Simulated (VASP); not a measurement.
# In (I4/mmm) in VASP: electric field gradients with PBE

Aim: the electric field gradients of In with PBE.

Everything below comes from runs of VASP 6.6.1. Logs are shortened: lines on timing, memory, paths and dates and some standing lists are left out, and cuts for length are marked.

## 1. The cell of the first run

The structure is tetragonal, space group I4/mmm (No. 139). Conventional cell: a = 3.220 Å, b = 3.220 Å, c = 4.948 Å, α = 90.00°, β = 90.00°, γ = 90.00°. In (site symmetry 4/mmm) has 12 In at 3.22 to 3.36 Å within 4.2 Å.

## 2. Electric field gradients, PBE (equal xx and yy strain of -1 %)

The input, INCAR:

```
SYSTEM = In
PREC = Accurate ; ENCUT = 520
EDIFF = 1E-8 ; ISMEAR = -1
SIGMA = 0.05 ; LREAL = .FALSE.
LASPH = .TRUE. ; NELM = 80
ALGO = Normal ; ISIF = 2
LWAVE = .FALSE. ; LCHARG = .FALSE.
GGA = PE ; LEFG = .TRUE.
ISYM = 0 ; NBANDS = 12
```

The input, KPOINTS:

```
Automatic mesh
0
G
  12 12 14
  0 0 0
```

The input, POSCAR:

```
In
1.0
   -1.6098885000      1.6098885000      2.4739500000
    1.6098885000     -1.6098885000      2.4739500000
    1.6098885000      1.6098885000     -2.4739500000
In
1
Direct
    0.0000000000      0.0000000000      0.0000000000
```

Potentials or basis: VASP PAW PBE potentials, release 64 (In_d).

Command:

```
> cat potpaw_PBE.64/In_d/POTCAR > POTCAR
> mpirun -np 1 vasp_std > vasp.out
```

OUTCAR:

```text
SYSTEM = In
   PREC = Accurate
   ENCUT = 520
   EDIFF = 1E-8
   ISMEAR = -1
   LREAL = .FALSE.
   LASPH = .TRUE.
   NELM = 80
   ISIF = 2
   GGA = PE
   ISYM = 0

 ion  position               nearest neighbor table
   1  0.000  0.000  0.000-

IMPORTANT INFORMATION: All symmetrisations will be switched off!
NOSYMM: (Re-)initialisation of all symmetry stuff for point group C_1.

----------------------------------------------------------------------------------------

                                     Primitive cell

  volume of cell :      25.6474

  direct lattice vectors                    reciprocal lattice vectors
    -1.609888500  1.609888500  2.473950000     0.000000000  0.310580515  0.202105944
     1.609888500 -1.609888500  2.473950000     0.310580515  0.000000000  0.202105944
     1.609888500  1.609888500 -2.473950000     0.310580515  0.310580515  0.000000000

  length of vectors
     3.362128874  3.362128874  3.362128874     0.370549685  0.370549685  0.439227177

  position of ions in fractional coordinates (direct lattice)
     0.000000000  0.000000000  0.000000000

  ion indices of the primitive-cell ions
   primitive index   ion index
                 1           1

----------------------------------------------------------------------------------------

 KPOINTS: Automatic mesh

Automatic generation of k-mesh.
 Grid dimensions read from file:
 generate k-points for:   12   12   14

 Generating k-lattice:

  Cartesian coordinates                     Fractional coordinates (reciprocal lattice)
     0.000000000  0.025881710  0.016842162     0.083333333  0.000000000 -0.000000000
     0.025881710  0.000000000  0.016842162     0.000000000  0.083333333 -0.000000000
     0.022184323  0.022184323  0.000000000     0.000000000  0.000000000  0.071428571

  Length of vectors
     0.030879140  0.030879140  0.031373370

  Shift w.r.t. Gamma in fractional coordinates (k-lattice)
     0.000000000  0.000000000  0.000000000

 -----------------------------------------------------------------------------
|                                                                             |
|           W    W    AA    RRRRR   N    N  II  N    N   GGGG   !!!           |
|           W    W   A  A   R    R  NN   N  II  NN   N  G    G  !!!           |
|           W    W  A    A  R    R  N N  N  II  N N  N  G       !!!           |
|           W WW W  AAAAAA  RRRRR   N  N N  II  N  N N  G  GGG   !            |
|           WW  WW  A    A  R   R   N   NN  II  N   NN  G    G                |
|           W    W  A    A  R    R  N    N  II  N    N   GGGG   !!!           |
|                                                                             |
|     Your reciprocal lattice and k-lattice belong to different lattice       |
|     classes:                                                                |
|                                                                             |
|        The reciprocal lattice is body-centered tetragonal,                  |
|        whereas your k-lattice is base-centered monoclinic.                  |
|                                                                             |
|     Results are often still useful ...                                      |
|                                                                             |
 -----------------------------------------------------------------------------

 WARNING: IBZKPT: internal override: KBLOWUP is changed to .FALSE.
      ... skipping the blow-up phase ...

 Subroutine IBZKPT returns following result:
 ===========================================

 Found   1012 irreducible k-points:

 Following reciprocal coordinates:
            Coordinates               Weight
  0.000000  0.000000  0.000000      1.000000
  0.083333  0.000000  0.000000      2.000000
  0.166667 -0.000000  0.000000      2.000000
  0.250000  0.000000  0.000000      2.000000
  0.333333 -0.000000  0.000000      2.000000
  0.416667 -0.000000  0.000000      2.000000
[... 16 lines left out ...]
  0.250000  0.166667  0.000000      2.000000
  0.333333  0.166667  0.000000      2.000000
 [... further k-points ...]
   k-points           NKPTS =   1012   k-points in BZ     NKDIM =   1012   number of bands    NBANDS=     12
   number of dos      NEDOS =    301   number of ions     NIONS =      1
   total plane-waves  NPLWV =  21952
   dimension x,y,z NGX =    28 NGY =   28 NGZ =   28
   dimension x,y,z NGXF=    56 NGYF=   56 NGZF=   56
   ions per type =               1
   NGX,Y,Z   is equivalent  to a cutoff of  13.85, 13.85, 13.85 a.u.
   NGXF,Y,Z  is equivalent  to a cutoff of  27.69, 27.69, 27.69 a.u.
 SYSTEM =  In
   PREC   = accura    normal or accurate (medium, high low for compatibility)
   ISTART =      0    job   : 0-new  1-cont  2-samecut
   ICHARG =      2    charge: 1-file 2-atom 10-const
   ISPIN  =      1    spin polarized calculation?
   LNONCOLLINEAR =      F non collinear calculations
   LSORBIT =      F    spin-orbit coupling
   LASPH  =      T    aspherical Exc in radial PAW
   ENCUT  =  520.0 eV  38.22 Ry    6.18 a.u.   6.25  6.25  6.25*2*pi/ulx,y,z
   NELM   =     80;   NELMIN=  2; NELMDL= -5     # of ELM steps
   EDIFF  = 0.1E-07   stopping-criterion for ELM
   LREAL  =      F    real-space projection
   EDIFFG = 0.1E-06   stopping-criterion for IOM
   NSW    =      0    number of steps for IOM
   IBRION =     -1    ionic relax: 0-MD 1-quasi-New 2-CG
   NFREE  =      0    steps in history (QN), initial steepest desc. (CG)
   ISIF   =      2    stress and relaxation
   ISYM   =      0    0-nonsym 1-usesym 2-fastsym
   POTIM  = 0.5000    time-step for ionic-motion
   TEBEG  =    0.0;   TEEND  =   0.0 temperature during run
   PSTRESS=    0.0 pullay stress
   NELECT =      13.0000    total number of electrons
   NUPDOWN=      -1.0000    fix difference up-down
   EMIN   =  10.00;   EMAX   =-10.00  energy-range for DOS
   EFERMI =   0.00;   METHOD = LEGACY
   ISMEAR =    -1;   SIGMA  =   0.05  broadening in eV -4-tet -1-fermi 0-gaus
   EFERMI_NEDOS =   21; number of points for ismear=-14 and -15
   IALGO  =     38    algorithm
   IMIX   =      4    mixing-type and parameters
     AMIX     =   0.40;   BMIX     =  1.00
     AMIX_MAG =   1.60;   BMIX_MAG =  1.00
  volume/ion in A,a.u.               =      25.65       173.08
  Fermi-wavevector in a.u.,A,eV,Ry     =   1.305294  2.466649 23.181514  1.703793
  Thomas-Fermi vector in A             =   2.436173
   LORBIT       =      0    0 simple, 1 ext, 2 COOP (PROOUT), +10 PAW based schemes
   GGA     = PE    functional components
   LHFCALC =     F    Hartree Fock is set to
   AEXX    =    0.0000 exact exchange contribution
   IVDW    =     0    specifies the selected vdW correction
   LEPSILON=     F    determine dielectric tensor
   LRPA    =     F    only Hartree local field effects (RPA)
 non-spin polarized calculation
  energy-cutoff  :      520.00
  volume of cell :       25.65
 maximum number of plane-waves:       713
 NGX is ok and might be reduce to    28
   NGX = 13   NGY = 13   NGZ = 13

 number of electron      13.0000004 magnetization

 Free energy of the ion-electron system (eV)
  ---------------------------------------------------
  ext. energy  EPLUGINS =         0.00000000
  ---------------------------------------------------
  free energy    TOTEN  =        -2.54418186 eV

  energy without entropy =       -2.54025618  energy(sigma->0) =       -2.54221902

 E-fermi :   7.7473     XC(G=0): -10.3474

 val. band max:        7.7391957286   @ k =  -0.3333   0.1667   0.2857
 cond. band min:       7.7473833807   @ k =   0.2500  -0.0833   0.2143
 fundamental gap:      0.0081876521
 Fermi energy:         7.7472993824

 k-point     1 :       0.0000    0.0000    0.0000
  band No.  band energies     occupation
      1      -6.9916      2.00000
      2      -6.8649      2.00000
      3      -6.8639      2.00000
      4      -6.7922      2.00000
      5      -6.6685      2.00000
      6      -1.9320      2.00000
      7      18.4720      0.00000
      8      18.4729      0.00000
      9      18.6728      0.00000
     10      19.3869      0.00000
     11      21.8831      0.00000
     12      22.0209      0.00000
[... 331 lines left out ...]
 k-point    24 :       0.3333    0.1667    0.0000
  band No.  band energies     occupation
      1      -6.9231      2.00000
      2      -6.8856      2.00000
      3      -6.8201      2.00000
      4      -6.6562      2.00000
      5      -6.6307      2.00000
      6       1.9894      2.00000
      7       7.4764      1.99117
      8      12.4944      0.00000
      9      15.0836      0.00000
     10      18.0150      0.00000
     11      21.0050      0.00000
     12      23.0733      0.00000

 [... further k-points ...]

------------------------ aborting loop because EDIFF is reached ----------------------------------------

  FORCE on cell =-STRESS in cart. coord.  units (eV):
  Direction    XX          YY          ZZ          XY          YZ          ZX
  --------------------------------------------------------------------------------------
  -------------------------------------------------------------------------------------
  Total        0.4667086      0.4667071      0.4859648     -0.0473738      0.0204120      0.0204120
  in kB       29.1550560     29.1549611     30.3579804     -2.9594151      1.2751256      1.2751297
  external PRESSURE =      29.5559992 kB  Pullay stress =       0.0000000 kB

 VOLUME and BASIS-vectors are now :
 -----------------------------------------------------------------------------
  energy-cutoff  :      520.00
  volume of cell :       25.65
      direct lattice vectors                 reciprocal lattice vectors
    -1.609888500  1.609888500  2.473950000     0.000000000  0.310580515  0.202105944
     1.609888500 -1.609888500  2.473950000     0.310580515  0.000000000  0.202105944
     1.609888500  1.609888500 -2.473950000     0.310580515  0.310580515  0.000000000

 POSITION                                       TOTAL-FORCE (eV/Angst)
 -----------------------------------------------------------------------------------
      0.00000      0.00000      0.00000         0.000000      0.000000     -0.000000
 -----------------------------------------------------------------------------------
    total drift:                                0.000000      0.000000     -0.000000

  FREE ENERGIE OF THE ION-ELECTRON SYSTEM (eV)
  ---------------------------------------------------
  free  energy   TOTEN  =        -2.5441818569 eV

  energy  without entropy=       -2.5402561837  energy(sigma->0) =       -2.54221902

 Electric field gradients (V/A^2)
---------------------------------------------------------------------
 ion       V_xx      V_yy      V_zz      V_xy      V_xz      V_yz
---------------------------------------------------------------------
   1     -10.611   -10.611    21.223     2.701    -1.296    -1.296
---------------------------------------------------------------------

 Electric field gradients after diagonalization (V/A^2)
 (convention: |V_zz| > |V_xx| > |V_yy|)
----------------------------------------------------------------------
 ion       V_xx      V_yy      V_zz     asymmetry (V_yy - V_xx)/ V_zz
----------------------------------------------------------------------
   1     -13.313    -8.025    21.337       0.248
----------------------------------------------------------------------

           NMR quadrupolar parameters

 Cq : quadrupolar parameter    Cq=e*Q*V_zz/h
 eta: asymmetry parameters     (V_yy - V_xx)/ V_zz
 Q  : nuclear electric quadrupole moment in mb (millibarn)
----------------------------------------------------------------------
 ion       Cq(MHz)       eta       Q (mb)
----------------------------------------------------------------------
   1       0.052       0.248       1.000
----------------------------------------------------------------------
```

Run time: 4.3 min. Hardware: 1 thread of Oxide Virtual Turin-like, shared host; peak memory 0.37 GiB.

What came out:

* Free energy: -2.5442 eV
* Pressure: 3.0 GPa

Stress tensor (GPa, compression positive):
```
 2.92 -0.30  0.13
-0.30  2.92  0.13
 0.13  0.13  3.04
```

Levels at points of the mesh, in eV from the Fermi level:
```
           k point  band 3  band 4  band 5  band 6  band 7  band 8  band 9  band 10
(0.00, 0.00, 0.00)  -14.61  -14.54  -14.42   -9.68   10.72   10.73   10.93    11.64
(0.50, 0.00, 0.00)  -14.60  -14.33  -14.29   -4.31   -3.45    7.52    9.42    11.22
(0.00, 0.50, 0.00)  -14.60  -14.33  -14.29   -4.31   -3.45    7.52    9.42    11.22
(0.50, 0.50, 0.00)  -14.33  -14.32  -14.21   -1.98   -1.53    3.50    3.99     7.08
(0.00, 0.00, 0.50)  -14.33  -14.32  -14.21   -1.98   -1.53    3.50    3.99     7.08
(0.50, 0.00, 0.50)  -14.59  -14.33  -14.29   -4.31   -3.45    7.52    9.42    11.22
(0.00, 0.50, 0.50)  -14.59  -14.33  -14.29   -4.31   -3.45    7.52    9.42    11.22
(0.50, 0.50, 0.50)  -14.31  -14.28  -14.28   -3.01   -2.80    4.89    4.89     8.36
```

Electric field gradients, principal values (V/Å²):
| atom | least | middle | greatest (by size) |
| --- | --- | --- | --- |
| 1 In | -8.025 | -13.313 | 21.337 |

Caveat: the cell differs from its parent crystal (equal xx and yy strain of -1 %); without QUAD_EFG the Cq values of the log hold for a quadrupole moment of 1 mb, not for the nuclei; spin-orbit coupling is left out, which moves the levels of the heavy elements.
